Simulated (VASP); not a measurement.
# MgI2 (P-3m1) in VASP: a series of runs

The runs below take MgI2 through relaxation of the atoms, with PBE.

All numbers are computed with VASP 6.6.1; they aren't measurements. Logs are shortened: lines on timing, memory, paths and dates and some standing lists are left out, and cuts for length are marked.

## 1. The cell of the first run

The structure is trigonal, space group P-3m1 (No. 164). Conventional cell: a = 4.207 Å, b = 4.207 Å, c = 7.499 Å, α = 90.00°, β = 90.00°, γ = 120.00°. Within 3.8 Å of Mg (site symmetry -3m) lie 6 I at 2.91 Å. Within 3.8 Å of I (site symmetry 3m) lie 3 Mg at 2.91 Å.

## 2. Relaxation of the atoms, PBE (engineering shear strain xz +0.0000, normal strain along z -0.0400)

The input, INCAR:

```
SYSTEM = MgI2
ALGO = Normal
EDIFF = 1E-6
EDIFFG = -0.01
ENCUT = 520
GGA = PE
IBRION = 2
ISIF = 2
ISMEAR = 0
LASPH = .True.
LCHARG = .False.
LREAL = .False.
LWAVE = .False.
NELM = 80
NSW = 50
PREC = Accurate
SIGMA = 0.05
```

The input, KPOINTS:

```
k-points
0
Gamma
  6 6 4
  0 0 0
```

The input, POSCAR:

```
MgI2
1.0
    4.2072027146      0.0000000000      0.0000000000
   -2.1036013573      3.6435444297      0.0000000000
    0.0000000000      0.0000000000      7.4992540219
Mg I
1 2
Direct
    0.0000000000      0.0000000000      0.0000000000
    0.3333333333      0.6666666667      0.7858667836
    0.6666666667      0.3333333333      0.2141332164
```

Potentials or basis: VASP PAW PBE potentials, release 64 (Mg, I).

Command:

```console
cat potpaw_PBE.64/Mg/POTCAR potpaw_PBE.64/I/POTCAR > POTCAR
mpirun -np 1 vasp_std > vasp.out
```

OUTCAR:

```text
SYSTEM = MgI2
   EDIFF = 1E-6
   EDIFFG = -0.01
   ENCUT = 520
   GGA = PE
   IBRION = 2
   ISIF = 2
   ISMEAR = 0
   LASPH = .True.
   LREAL = .False.
   NELM = 80
   NSW = 50
   PREC = Accurate

 ion  position               nearest neighbor table
   1  0.000  0.000  0.000-   2 2.91   3 2.91   2 2.91   3 2.91   3 2.91   2 2.91
   2  0.333  0.667  0.786-   1 2.91   1 2.91   1 2.91
   3  0.667  0.333  0.214-   1 2.91   1 2.91   1 2.91

  LATTYP: Found a hexagonal cell.
 ALAT       =     4.2072027146
 C/A-ratio  =     1.7824798401

  Lattice vectors:

 A1 = (   4.2072027146,   0.0000000000,   0.0000000000)
 A2 = (  -2.1036013573,   3.6435444297,   0.0000000000)
 A3 = (   0.0000000000,   0.0000000000,   7.4992540219)

Analysis of symmetry for initial positions (statically):
=====================================================================
 Subroutine PRICEL returns:
 Original cell was already a primitive cell.

 Routine SETGRP: Setting up the symmetry group for a
 hexagonal supercell.

 Subroutine GETGRP returns: Found 12 space group operations
 (whereof 12 operations were pure point group operations)
 out of a pool of 24 trial point group operations.

The static configuration has the point symmetry D_3d.

Analysis of symmetry for dynamics (positions and initial velocities):
=====================================================================
 Subroutine PRICEL returns:
 Original cell was already a primitive cell.

 Routine SETGRP: Setting up the symmetry group for a
 hexagonal supercell.

 Subroutine GETGRP returns: Found 12 space group operations
 (whereof 12 operations were pure point group operations)
 out of a pool of 24 trial point group operations.

The dynamic configuration has the point symmetry D_3d.

 Subroutine INISYM returns: Found 12 space group operations
 (whereof 12 operations are pure point group operations),
 and found     1 'primitive' translations

----------------------------------------------------------------------------------------

                                     Primitive cell

  volume of cell :     114.9570

  direct lattice vectors                    reciprocal lattice vectors
     4.207202715  0.000000000  0.000000000     0.237687620  0.137229011  0.000000000
    -2.103601357  3.643544430  0.000000000     0.000000000  0.274458023  0.000000000
     0.000000000  0.000000000  7.499254022     0.000000000  0.000000000  0.133346596

  length of vectors
     4.207202715  4.207202715  7.499254022     0.274458023  0.274458023  0.133346596

  position of ions in fractional coordinates (direct lattice)
     0.000000000  0.000000000  0.000000000
     0.333333333  0.666666667  0.785866784
     0.666666667  0.333333333  0.214133216

  ion indices of the primitive-cell ions
   primitive index   ion index
                 1           1
                 2           2
                 3           3

----------------------------------------------------------------------------------------

 KPOINTS: k-points

Automatic generation of k-mesh.
 Grid dimensions read from file:
 generate k-points for:    6    6    4

 Generating k-lattice:

  Cartesian coordinates                     Fractional coordinates (reciprocal lattice)
     0.039614603  0.022871502  0.000000000     0.166666667  0.000000000  0.000000000
     0.000000000  0.045743004  0.000000000     0.000000000  0.166666667  0.000000000
     0.000000000  0.000000000  0.033336649     0.000000000  0.000000000  0.250000000

  Length of vectors
     0.045743004  0.045743004  0.033336649

  Shift w.r.t. Gamma in fractional coordinates (k-lattice)
     0.000000000  0.000000000  0.000000000

 Subroutine IBZKPT returns following result:
 ===========================================

 Found     24 irreducible k-points:

 Following reciprocal coordinates:
            Coordinates               Weight
  0.000000  0.000000  0.000000      1.000000
  0.166667  0.000000  0.000000      6.000000
  0.333333  0.000000  0.000000      6.000000
  0.500000  0.000000  0.000000      3.000000
  0.166667  0.166667  0.000000      6.000000
  0.333333  0.166667  0.000000     12.000000
[... 16 lines left out ...]
  0.333333  0.166667  0.500000     12.000000
  0.333333  0.333333  0.500000      2.000000
   k-points           NKPTS =     24   k-points in BZ     NKDIM =     24   number of bands    NBANDS=     12
   number of dos      NEDOS =    301   number of ions     NIONS =      3
   total plane-waves  NPLWV =  57344
   dimension x,y,z NGX =    32 NGY =   32 NGZ =   56
   dimension x,y,z NGXF=    64 NGYF=   64 NGZF=  112
   ions per type =               1   2
   NGX,Y,Z   is equivalent  to a cutoff of  12.64, 12.64, 12.41 a.u.
   NGXF,Y,Z  is equivalent  to a cutoff of  25.29, 25.29, 24.83 a.u.
 SYSTEM =  MgI2
   PREC   = accura    normal or accurate (medium, high low for compatibility)
   ISTART =      0    job   : 0-new  1-cont  2-samecut
   ICHARG =      2    charge: 1-file 2-atom 10-const
   ISPIN  =      1    spin polarized calculation?
   LNONCOLLINEAR =      F non collinear calculations
   LSORBIT =      F    spin-orbit coupling
   LASPH  =      T    aspherical Exc in radial PAW
   ENCUT  =  520.0 eV  38.22 Ry    6.18 a.u.   7.82  7.82 13.94*2*pi/ulx,y,z
   NELM   =     80;   NELMIN=  2; NELMDL= -5     # of ELM steps
   EDIFF  = 0.1E-05   stopping-criterion for ELM
   LREAL  =      F    real-space projection
   EDIFFG = -.1E-01   stopping-criterion for IOM
   NSW    =     50    number of steps for IOM
   IBRION =      2    ionic relax: 0-MD 1-quasi-New 2-CG
   NFREE  =      1    steps in history (QN), initial steepest desc. (CG)
   ISIF   =      2    stress and relaxation
   ISYM   =      2    0-nonsym 1-usesym 2-fastsym
   POTIM  = 0.5000    time-step for ionic-motion
   TEBEG  =    0.0;   TEEND  =   0.0 temperature during run
   PSTRESS=    0.0 pullay stress
   NELECT =      16.0000    total number of electrons
   NUPDOWN=      -1.0000    fix difference up-down
   EMIN   =  10.00;   EMAX   =-10.00  energy-range for DOS
   EFERMI =   0.00;   METHOD = LEGACY
   ISMEAR =     0;   SIGMA  =   0.05  broadening in eV -4-tet -1-fermi 0-gaus
   EFERMI_NEDOS =   21; number of points for ismear=-14 and -15
   IALGO  =     38    algorithm
   IMIX   =      4    mixing-type and parameters
     AMIX     =   0.40;   BMIX     =  1.00
     AMIX_MAG =   1.60;   BMIX_MAG =  1.00
  volume/ion in A,a.u.               =      38.32       258.59
  Fermi-wavevector in a.u.,A,eV,Ry     =   0.848405  1.603252  9.793340  0.719790
  Thomas-Fermi vector in A             =   1.964063
   LORBIT       =      0    0 simple, 1 ext, 2 COOP (PROOUT), +10 PAW based schemes
   GGA     = PE    functional components
   LHFCALC =     F    Hartree Fock is set to
   AEXX    =    0.0000 exact exchange contribution
   IVDW    =     0    specifies the selected vdW correction
   LEPSILON=     F    determine dielectric tensor
   LRPA    =     F    only Hartree local field effects (RPA)
 conjugate gradient relaxation of ions
 non-spin polarized calculation
 Gauss-broadening in eV      SIGMA  =   0.05
  energy-cutoff  :      520.00
  volume of cell :      114.96
 maximum number of plane-waves:      3112
 NGX is ok and might be reduce to    32
   NGX = 15   NGY = 15   NGZ = 27

--------------------------------------- Ionic step        1  -------------------------------------------

 number of electron      16.0000001 magnetization

 Free energy of the ion-electron system (eV)
  ---------------------------------------------------
  ext. energy  EPLUGINS =         0.00000000
  ---------------------------------------------------
  free energy    TOTEN  =        -7.71723012 eV

  energy without entropy =       -7.71723012  energy(sigma->0) =       -7.71723012

------------------------ aborting loop because EDIFF is reached ----------------------------------------

  FORCE on cell =-STRESS in cart. coord.  units (eV):
  Direction    XX          YY          ZZ          XY          YZ          ZX
  --------------------------------------------------------------------------------------
  -------------------------------------------------------------------------------------
  Total        0.4825742      0.4825742      1.0777183      0.0000000      0.0000000      0.0000000
  in kB        6.7257254      6.7257254     15.0203580      0.0000000      0.0000000      0.0000000
  external PRESSURE =       9.4906029 kB  Pullay stress =       0.0000000 kB

 VOLUME and BASIS-vectors are now :
 -----------------------------------------------------------------------------
  energy-cutoff  :      520.00
  volume of cell :      114.96
      direct lattice vectors                 reciprocal lattice vectors
     4.207202715  0.000000000  0.000000000     0.237687620  0.137229011  0.000000000
    -2.103601357  3.643544430  0.000000000     0.000000000  0.274458023  0.000000000
     0.000000000  0.000000000  7.499254022     0.000000000  0.000000000  0.133346596
[... 75 lines left out ...]
 POSITION                                       TOTAL-FORCE (eV/Angst)
 -----------------------------------------------------------------------------------
      0.00000      0.00000      0.00000         0.000000      0.000000      0.000000
     -0.00000      2.42903      5.83314        -0.000000      0.000000     -0.011796
      2.10360      1.21451      1.66612         0.000000      0.000000      0.011796
 -----------------------------------------------------------------------------------
    total drift:                               -0.000000      0.000000     -0.000000

  FREE ENERGIE OF THE ION-ELECTRON SYSTEM (eV)
  ---------------------------------------------------
  free  energy   TOTEN  =        -7.7368771137 eV

  energy  without entropy=       -7.7368771137  energy(sigma->0) =       -7.73687711

--------------------------------------- Ionic step        4  -------------------------------------------

 number of electron      16.0000000 magnetization

 Free energy of the ion-electron system (eV)
  ---------------------------------------------------
  ext. energy  EPLUGINS =         0.00000000
  ---------------------------------------------------
  free energy    TOTEN  =        -7.73690560 eV

  energy without entropy =       -7.73690560  energy(sigma->0) =       -7.73690560

 E-fermi :   1.4483     XC(G=0):  -7.6472

 val. band max:        1.2324650354   @ k =   0.0000   0.0000   0.0000
 cond. band min:       4.8423745185   @ k =   0.5000   0.0000   0.5000
 fundamental gap:      3.6099094831
 Fermi energy:         1.4483022486

 k-point     1 :       0.0000    0.0000    0.0000
  band No.  band energies     occupation
      1     -10.5372      2.00000
      2      -9.9725      2.00000
      3      -1.8260      2.00000
      4       0.9300      2.00000
      5       0.9300      2.00000
      6       1.0688      2.00000
      7       1.2325      2.00000
      8       1.2325      2.00000
      9       4.9320      0.00000
     10       6.1180      0.00000
     11       7.9320      0.00000
     12       7.9320      0.00000

 k-point     2 :       0.1667    0.0000    0.0000
  band No.  band energies     occupation
      1     -10.4106      2.00000
      2      -9.9036      2.00000
      3      -1.6848      2.00000
      4      -0.0140      2.00000
      5       0.4688      2.00000
      6       0.6442      2.00000
      7       1.0609      2.00000
      8       1.1719      2.00000
      9       5.7292      0.00000
     10       6.6778      0.00000
     11       7.4462      0.00000
     12       8.3277      0.00000
[... 350 lines left out ...]
 POSITION                                       TOTAL-FORCE (eV/Angst)
 -----------------------------------------------------------------------------------
      0.00000      0.00000      0.00000        -0.000000      0.000000      0.000000
     -0.00000      2.42903      5.83079        -0.000000      0.000000     -0.000489
      2.10360      1.21451      1.66846         0.000000     -0.000000      0.000489
 -----------------------------------------------------------------------------------
    total drift:                               -0.000000      0.000000      0.000000

  FREE ENERGIE OF THE ION-ELECTRON SYSTEM (eV)
  ---------------------------------------------------
  free  energy   TOTEN  =        -7.7369055996 eV

  energy  without entropy=       -7.7369055996  energy(sigma->0) =       -7.73690560

 reached required accuracy - stopping structural energy minimisation
```

Wall time 73 s (1 thread of Intel Xeon Platinum 8488C (Sapphire Rapids), shared host); peak memory 0.24 GiB.

Results:

| Quantity | Value |
| --- | --- |
| Free energy | -7.7369 eV |
| Energy gained by relaxing | 6.6 meV/atom |
| Ionic steps | 4 |
| Pressure after relaxing | 0.1 GPa |
| Band gap on the k mesh | 3.61 eV (least direct gap 3.70 eV) |

Step by step:
```tsv
step	energy change (eV)	largest force (eV/Å)	pressure (GPa)
1	0.0000	0.3196	0.95
2	-0.0086	0.2378	0.72
3	-0.0196	0.0118	0.08
4	-0.0197	0.0005	0.05
```

Final structure:
```
Mg I
1.0
     4.20720    0.00000    0.00000
    -2.10360    3.64354    0.00000
     0.00000    0.00000    7.49925
Mg I
1 2
Direct
  0.00000 0.00000 0.00000
  0.33333 0.66667 0.77752
  0.66667 0.33333 0.22248
```

Caveat: the cell differs from its parent crystal (engineering shear strain xz +0.0000, normal strain along z -0.0400); spin-orbit coupling is left out, which moves the levels of the heavy elements; this functional lacks dispersion, which binds layers or chains, so the pressure and a relaxed spacing across them are unreliable.

## 3. Relaxation of the atoms, PBE (engineering shear strain xz +0.0000, normal strain along z -0.0267)

The input, INCAR:

```
SYSTEM = MgI2
PREC = Accurate
ENCUT = 520
EDIFF = 1E-7
ISMEAR = 0
SIGMA = 0.05
LREAL = .FALSE.
LASPH = .TRUE.
NELM = 100
ALGO = Normal
ISIF = 2
LWAVE = .FALSE.
LCHARG = .FALSE.
GGA = PE
IBRION = 2
NSW = 50
EDIFFG = -0.01
```

The input, KPOINTS:

```
Automatic mesh
0
G
  6 6 4
  0 0 0
```

POSCAR, as its differences from that of step 2:

```diff
@@ -4,3 +4,3 @@
    -2.1036013573      3.6435444297      0.0000000000
-    0.0000000000      0.0000000000      7.4992540219
+    0.0000000000      0.0000000000      7.6031499370
 Mg I
```

Potentials or basis: VASP PAW PBE potentials, release 64 (Mg, I).

Command:

```console
cat potpaw_PBE.64/Mg/POTCAR potpaw_PBE.64/I/POTCAR > POTCAR
mpirun -np 1 vasp_std > vasp.out
```

Wall time 80 s (1 thread of Intel Xeon Platinum 8488C (Sapphire Rapids), shared host); peak memory 0.25 GiB.

The run converged. Its results:

- Free energy: -7.7380 eV
- Energy gained by relaxing: 2.8 meV/atom
- Ionic steps: 3
- Pressure after relaxing: 0.0 GPa
- Largest force after relaxing: 0.008 eV/Å
- Band gap on the k mesh: 3.61 eV (least direct gap 3.71 eV)

Forces on the atoms (eV/Å):
```
Mg   0.000  0.000  0.000
I    0.000  0.000 -0.008
I    0.000  0.000  0.008
```

Stress tensor (GPa, compression positive):
```
0.01 0.00 0.00
0.00 0.01 0.00
0.00 0.00 0.11
```

Step by step:
```csv
step,energy change (eV),largest force (eV/Å),pressure (GPa)
1,0.0000,0.2063,0.60
2,-0.0036,0.1555,0.46
3,-0.0084,0.0076,0.04
```

Final structure:
```xyz
3
Lattice="4.2072 0.0000 0.0000 -2.1036 3.6435 0.0000 0.0000 0.0000 7.6031" Properties=species:S:1:pos:R:3 pbc="T T T"
Mg    0.0000    0.0000    0.0000
I     0.0000    2.4290    5.9352
I     2.1036    1.2145    1.6679
```

Levels at points of the mesh, in eV from the valence-band top:
```tsv
k point	band 5	band 6	band 7	band 8	band 9	band 10	band 11	band 12
(0.00, 0.00, 0.00)	-0.30	-0.20	0.00	0.00	3.71	4.89	6.70	6.70
(0.50, 0.00, 0.00)	-1.41	-1.16	-0.64	-0.38	3.67	5.44	5.79	7.24
(0.00, 0.00, 0.50)	-0.27	-0.27	-0.03	-0.03	4.41	4.89	6.63	6.63
(0.50, 0.00, 0.50)	-1.12	-1.11	-0.62	-0.45	3.61	5.43	5.78	6.31
```

Caveat: the cell differs from its parent crystal (engineering shear strain xz +0.0000, normal strain along z -0.0267); spin-orbit coupling is left out, which moves the levels of the heavy elements; this functional lacks dispersion, which binds layers or chains, so the pressure and a relaxed spacing across them are unreliable. A k mesh can miss the band edges.

## 4. Relaxation of the atoms, PBE (engineering shear strain xz +0.0000, normal strain along z -0.0133)

INCAR is that of step 3.

The input, KPOINTS:

```
regular mesh
0
G
  6 6 4
  0 0 0
```

POSCAR, as its differences from that of step 3:

```diff
@@ -4,3 +4,3 @@
    -2.1036013573      3.6435444297      0.0000000000
-    0.0000000000      0.0000000000      7.6031499370
+    0.0000000000      0.0000000000      7.7078270244
 Mg I
```

Command:

```console
cat potpaw_PBE.64/Mg/POTCAR potpaw_PBE.64/I/POTCAR > POTCAR
mpirun -np 1 vasp_std > vasp.out
```

It took 80 s on 1 thread of Intel Xeon Platinum 8488C (Sapphire Rapids), shared host; peak memory 0.25 GiB.

The run converged. Its results:

```yaml
Free_energy: -7.7386 eV
Energy_gained_by_relaxing: 0.6 meV/atom
Ionic_steps: 3
Pressure_after_relaxing: 0.0 GPa
Largest_force_after_relaxing: 0.006 eV/Å
Band_gap_on_the_k_mesh: 3.61 eV (least direct gap 3.71 eV)
```

Forces on the atoms (eV/Å):
```
Mg   0.000  0.000  0.000
I    0.000  0.000 -0.006
I    0.000  0.000  0.006
```

Step by step:
| step | energy change (eV) | largest force (eV/Å) | pressure (GPa) |
| --- | --- | --- | --- |
| 1 | 0.0000 | 0.0957 | 0.26 |
| 2 | -0.0008 | 0.0730 | 0.20 |
| 3 | -0.0019 | 0.0057 | 0.02 |

Final structure:
```
Mg I
1.0
     4.20720    0.00000    0.00000
    -2.10360    3.64354    0.00000
     0.00000    0.00000    7.70783
Mg I
1 2
Direct
  0.00000 0.00000 0.00000
  0.33333 0.66667 0.78347
  0.66667 0.33333 0.21653
```

Levels at points of the mesh, in eV from the valence-band top:
```csv
k point,band 4,band 5,band 6,band 7,band 8,band 9,band 10,band 11,band 12
"(0.00, 0.00, 0.00)",-0.29,-0.29,-0.24,0.00,0.00,3.71,4.89,6.70,6.70
"(0.50, 0.00, 0.00)",-2.67,-1.39,-1.15,-0.64,-0.39,3.67,5.45,5.79,7.26
"(0.00, 0.00, 0.50)",-0.87,-0.27,-0.27,-0.02,-0.02,4.39,4.89,6.64,6.64
"(0.50, 0.00, 0.50)",-2.78,-1.14,-1.11,-0.62,-0.44,3.61,5.44,5.77,6.32
```

Caveat: the cell differs from its parent crystal (engineering shear strain xz +0.0000, normal strain along z -0.0133); spin-orbit coupling is left out, which moves the levels of the heavy elements; this functional lacks dispersion, which binds layers or chains, so the pressure and a relaxed spacing across them are unreliable. A k mesh can miss the band edges.

## 5. Summary

```tsv
cell	gap on the mesh (eV)	pressure (GPa)	largest force (eV/Å)
atoms relaxed from a = 4.207, b = 4.207, c = 7.499 Å, angles 90.0, 90.0, 120.0°, 3 atoms	3.61	0.1	-
atoms relaxed from a = 4.207, b = 4.207, c = 7.603 Å, angles 90.0, 90.0, 120.0°, 3 atoms	3.61	0.0	0.01
atoms relaxed from a = 4.207, b = 4.207, c = 7.708 Å, angles 90.0, 90.0, 120.0°, 3 atoms	3.61	0.0	0.01
```

Alike in all rows: task relaxation of the atoms; level PBE; potentials or basis VASP PAW PBE potentials, release 64 (Mg, I); no spin polarisation; k mesh 6 × 6 × 4; cutoff (eV) 520; smearing gaussian 0.05 eV.

Caveats: spin-orbit coupling is left out, which moves the levels of the heavy elements; this functional lacks dispersion, which binds layers or chains, so the pressure and a relaxed spacing across them are unreliable.

Total energies depend on the potentials used, so only differences within one code and one set of settings carry meaning.
